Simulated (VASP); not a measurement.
**Sn2Ir: single point with LDA**

The system is Sn2Ir.

```
Sn Ir
1.0
     0.00000    3.18352    3.18352
     3.18352    0.00000    3.18352
     3.18352    3.18352    0.00000
Sn Ir
2 1
Direct
  0.75000 0.75000 0.75000
  0.25000 0.25000 0.25000
  0.00000 0.00000 0.00000
```

```yaml
Program: VASP 6.6.1
Task: single point
Functional: LDA
Potentials_or_basis: VASP PAW LDA potentials, release 64 (Sn_d, Ir)
Cutoff: 520 eV
k_mesh: 10 × 10 × 10
Occupations: fermi-dirac, width 0.05 eV
Spin: no spin polarisation
Dipole_correction: no
Further_INCAR_settings: ALGO = Normal; EDIFF = 1e-06; NBANDS = 26
```

```yaml
Pressure: -3.5 GPa
```

Levels at points of the mesh, in eV from the Fermi level:
| k point | band 17 | band 18 | band 19 | band 20 | band 21 | band 22 |
| --- | --- | --- | --- | --- | --- | --- |
| (0.00, 0.00, 0.00) | -2.08 | 3.57 | 3.57 | 3.57 | 3.86 | 3.86 |
| (0.50, 0.00, 0.00) | -2.01 | -0.02 | -0.02 | 1.25 | 2.46 | 4.11 |
| (0.50, 0.50, 0.00) | -2.45 | -2.12 | -1.92 | 1.20 | 3.34 | 8.01 |

Wall time 3 min on 1 thread of AMD EPYC 7R43 64-Core Processor (Zen 3), with other jobs on the host, peak memory 0.18 GiB.

Caveat: spin-orbit coupling is left out, which moves the levels of the heavy elements.
